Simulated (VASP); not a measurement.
Write the native input for VASP 6.6.1 that does the following.

```
Task                   : electric field gradients
Functional             : LDA
Potentials or basis    : VASP PAW LDA potentials, release 64 (Hf_pv, N)
Cutoff                 : 520 eV
k mesh                 : 10 × 10 × 10
Occupations            : fermi-dirac, width 0.03 eV
Spin                   : no spin polarisation
Dipole correction      : no
Further INCAR settings : ALGO = Normal; EDIFF = 1e-08; NBANDS = 14
```

The structure of HfN lies in POSCAR:

```
HfN
1.0
    0.0000000000      2.2590000000      2.2815900000
    2.2590000000      0.0000000000      2.2815900000
    2.2590000000      2.2590000000      0.0000000000
Hf N
1 1
Direct
    0.0000000000      0.0000000000      0.0000000000
    0.5000000000      0.5000000000      0.5000000000
```

This cell differs from its parent crystal: zz strain of +1 %.

These files were run (other wordings do the same):

INCAR

```
SYSTEM = HfN
  ALGO = Normal
  EDIFF = 1E-8
  ENCUT = 520
  ISIF = 2
  ISMEAR = -1
  LASPH = .True.
  LCHARG = .False.
  LEFG = .True.
  LREAL = .False.
  LWAVE = .False.
  NBANDS = 14
  NELM = 100
  PREC = Accurate
  SIGMA = 0.03
```

KPOINTS

```
k-points
0
Gamma
  10 10 10
  0 0 0
```

Potentials or basis: VASP PAW LDA potentials, release 64 (Hf_pv, N).

The run is started by

```console
$ cat potpaw_LDA.64/Hf_pv/POTCAR potpaw_LDA.64/N/POTCAR > POTCAR
$ mpirun -np 1 vasp_std > vasp.out
```

It gave:

```yaml
Pressure: -13.1 GPa
```

Caveat: the cell differs from its parent crystal (zz strain of +1 %); without QUAD_EFG the Cq values of the log hold for a quadrupole moment of 1 mb, not for the nuclei.

It took 30 s on 1 thread of Intel(R) Xeon(R) Platinum 8259CL CPU @ 2.50GHz (Skylake/Cascade Lake), with other jobs on the host, peak memory 0.15 GiB.
